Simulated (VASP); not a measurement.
# Mg8HO8 (a cell with a defect): single point with PBE

The system is Mg8HO8 (a cell with a defect).

```
CELL_PARAMETERS angstrom
0.00000 3.95200 3.95200
3.95200 0.00000 3.95200
3.95200 3.95200 0.00000
ATOMIC_POSITIONS crystal
Mg 0.02503 0.00865 0.99033
Mg 0.00988 0.02504 0.45138
Mg 0.00234 0.53412 0.00735
Mg 0.99734 0.50369 0.52738
Mg 0.51957 0.98620 0.98374
Mg 0.49581 0.04652 0.46912
Mg 0.49873 0.51632 0.98596
Mg 0.47634 0.49006 0.53659
O 0.26208 0.24351 0.24235
O 0.24337 0.25261 0.76531
O 0.24462 0.77711 0.25520
O 0.24565 0.76961 0.74185
O 0.74474 0.29527 0.24302
O 0.75949 0.22778 0.76979
O 0.71105 0.76206 0.27570
O 0.76328 0.76581 0.73077
H 0.10089 0.64737 0.16640
```

```json
{
  "Program": "VASP 6.6.1",
  "Task": "single point",
  "Functional": "PBE",
  "Potentials or basis": "VASP PAW PBE potentials, release 64 (Mg, O, H)",
  "Cutoff": "520 eV",
  "k mesh": "2 × 2 × 2",
  "Occupations": "fermi-dirac, width 0.05 eV",
  "Spin": "collinear spin",
  "Starting moments": "[0.0, 0.0, 0.0, 0.0, 0.0, 0.0, 0.0, 0.0, 0.08, 0.0, 0.08, 0.08, 0.0, 0.0, 0.08, 0.0, 0.32] μB",
  "Dipole correction": "no",
  "Further INCAR settings": "LREAL = Auto; ALGO = Normal; EDIFF = 1e-06; NBANDS = 50"
}
```

The pressure is 66.0 GPa, the largest force is 4.426 eV/Å and the net moment is 0.75 μB per cell. The site moments are Mg +0.01, +0.00 (each value once); O +0.07, -0.00, +0.11, +0.05 (each value once); H +0.23 μB and the valence electrons inside the program's atomic spheres are Mg 0.62, 0.64, 0.59, 0.58, 0.61, 0.54 (each value once); O 5.24, 5.28, 5.25, 5.23, 5.21, 5.19 (each value once); H 0.65.

Forces on the atoms (eV/Å):
```
Mg   1.077 -1.743 -1.842
Mg   3.804  1.984 -1.088
Mg  -0.538 -0.915 -1.560
Mg  -0.992 -1.412 -1.065
Mg   1.696  0.662  0.297
Mg  -0.825  2.121 -1.324
Mg  -0.069  0.811  0.285
Mg  -0.232 -0.126  3.140
O    0.605 -0.820  0.834
O   -0.251 -0.165  1.164
O   -2.597  1.436 -0.081
O   -0.611 -0.049  1.061
O   -1.130 -0.647 -1.120
O    0.419 -1.439  1.482
O   -0.356  0.735  0.598
O    0.585 -0.318 -0.672
H   -0.584 -0.113 -0.108
```

Stress tensor (GPa, compression positive):
```
68.18 -0.21  1.58
-0.21 63.55  1.17
 1.58  1.17 66.12
```

Levels at points of the mesh, in eV from the Fermi level:
Spin up:
```
           k point  band 31  band 32  band 33  band 34  band 35  band 36
(0.00, 0.00, 0.00)    -3.65    -3.62    -1.76     3.15     4.86     5.06
(0.50, 0.00, 0.00)    -3.92    -3.84    -0.25     5.00     5.23     6.29
(0.00, 0.50, 0.00)    -4.05    -3.97    -0.50     4.91     5.53     6.57
(0.00, 0.00, 0.50)    -4.09    -3.98    -0.71     4.97     5.48     6.37
(0.50, 0.50, 0.50)    -3.92    -3.84    -0.29     4.84     5.56     6.38
(0.50, 0.50, 0.00)    -4.27    -4.22     0.00     6.11     6.19     6.93
(0.00, 0.50, 0.50)    -4.36    -4.04    -0.03     6.07     6.19     6.89
(0.50, 0.00, 0.50)    -4.21    -4.17    -0.10     5.92     6.38     6.98
```
Spin down:
```tsv
k point	band 29	band 30	band 31	band 32	band 33	band 34	band 35	band 36
(0.00, 0.00, 0.00)	-4.40	-3.63	-3.55	-3.54	-0.58	3.20	4.88	5.08
(0.50, 0.00, 0.00)	-4.37	-4.29	-3.88	-3.80	0.87	5.04	5.27	6.32
(0.00, 0.50, 0.00)	-4.32	-4.11	-3.97	-3.82	0.62	4.94	5.57	6.59
(0.00, 0.00, 0.50)	-4.23	-4.11	-3.94	-3.88	0.41	4.99	5.53	6.41
(0.50, 0.50, 0.50)	-4.50	-4.38	-3.80	-3.76	0.85	4.87	5.60	6.40
(0.50, 0.50, 0.00)	-4.41	-4.35	-4.18	-4.11	1.13	6.14	6.23	6.96
(0.00, 0.50, 0.50)	-4.53	-4.46	-4.21	-3.98	1.10	6.11	6.23	6.91
(0.50, 0.00, 0.50)	-4.52	-4.36	-4.12	-4.06	1.03	5.97	6.41	7.01
```

Wall time 11 min on 1 thread of Intel Xeon 8259CL (shared host), peak memory 0.34 GiB.

Caveat: the k points lie up to 0.69 Å⁻¹ apart; a moment this small can come from the mesh or the smearing.
